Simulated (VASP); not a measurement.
The system is CO.

```
C O
1.0
     0.00000    2.30046    2.30046
     2.30046    0.00000    2.30046
     2.30046    2.30046    0.00000
C O
1 1
Direct
  0.00000 0.00000 0.00000
  0.50000 0.50000 0.50000
```

| Quantity | Value |
| --- | --- |
| Program | VASP 6.6.1 |
| Task | relaxation of cell and atoms |
| Functional | PBE |
| Potentials or basis | VASP PAW PBE potentials, release 64 (C, O) |
| Cutoff | 600 eV |
| k mesh | 6 × 6 × 6 |
| Occupations | gaussian, width 0.1 eV |
| Spin | no spin polarisation |

At the start: pressure -31.0 GPa; volume 12.17 Å³/atom.

Question: Where does the relaxation end?

Answer: Over 4 steps the energy falls by 629.3 meV/atom and the volume is 7.78 Å³/atom (-36.1 %); space group Fm-3m (No. 225, to 0.1 Å) before and after.

The path:
| step | energy change (eV) | largest force (eV/Å) | pressure (GPa) | volume (Å³) |
| --- | --- | --- | --- | --- |
| 1 | 0.0000 | 0.0000 | -30.96 | 24.35 |
| 2 | -1.2000 | 0.0000 | -12.67 | 16.96 |
| 3 | -1.2579 | 0.0000 | -1.70 | 15.74 |
| 4 | -1.2587 | 0.0000 | 0.18 | 15.57 |

Final structure:
```
C O
1.0
     0.00000    1.98176    1.98176
     1.98176    0.00000    1.98176
     1.98176    1.98176    0.00000
C O
1 1
Direct
  0.00000 0.00000 0.00000
  0.50000 0.50000 0.50000
```

Caveat: the volume moved by over 15 % at a fixed basis, so the end points are rough.
